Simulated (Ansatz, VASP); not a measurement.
**Two plane-wave programs on Ca**

INCAR

```
PREC     = Accurate       # precision mode
ENCUT    = 520            # plane-wave cutoff, eV
EDIFF    = 1E-6           # SCF threshold, eV
ISMEAR   = 0              # smearing method
SIGMA    = 0.15           # smearing width, eV
LREAL    = False          # projectors in reciprocal space
LASPH    = True           # aspherical terms in the spheres
NELM     = 60             # most SCF steps
ALGO     = Fast           # electronic algorithm
ISIF     = 2              # what is computed and relaxed
LWAVE    = False          # write WAVECAR
LCHARG   = False          # write CHGCAR
NBANDS   = 11             # bands
```

The input KPOINTS:

```
Automatic mesh
0
Gamma
  16 16 16
```

The input POSCAR:

```
Ca
1.0
    0.0000000000      2.7068234272      2.9775057700
    2.7068234272      0.0000000000      2.9775057700
    2.7068234272      2.7068234272      0.0000000000
Ca
1
Direct
    0.0000000000      0.0000000000      0.0000000000
```

Input for Ansatz:

```yaml
crystal:
  lattice:
    - [0.0, 2.7068234272, 2.97750577]
    - [2.7068234272, 0.0, 2.97750577]
    - [2.7068234272, 2.7068234272, 0.0]
  atoms:
    - { symbol: Ca, position: [0.0, 0.0, 0.0] }
basis:
  ecutwfc: 420
kpoints:
  mp_grid: { grid: [16, 16, 16] }
hamiltonian:
  xc: lda
scf:
  occupations: { method: gaussian, width: 0.15 }
output:
  forces: true
  stress: true
  eigenvalues: true
```

Alike in both runs: task single point; functional LDA; k mesh 16 × 16 × 16; occupations gaussian, width 0.15 eV; no spin polarisation.

```csv
,VASP,Ansatz
version,VASP 6.6.1,Ansatz 0.2.0
potentials or method,"VASP PAW LDA potentials, release 64 (Ca_sv), cutoff 520 eV","scalar-relativistic, plane waves, PAW"
valence electrons in the cell,10,10
```

```csv
,VASP,Ansatz,Ansatz less VASP
gap on the k mesh at the Fermi level (eV),none,none,-
pressure (GPa),-2.1,-2.1,-0.01
"traceless stress, the component that is largest in VASP (GPa)",-0.69,-0.70,-0.002
```

LDA's correlation is that of Perdew and Zunger in VASP and of Perdew and Wang (1992) in Ansatz. A gap of «none» marks a metal or a gap that the smearing closes.
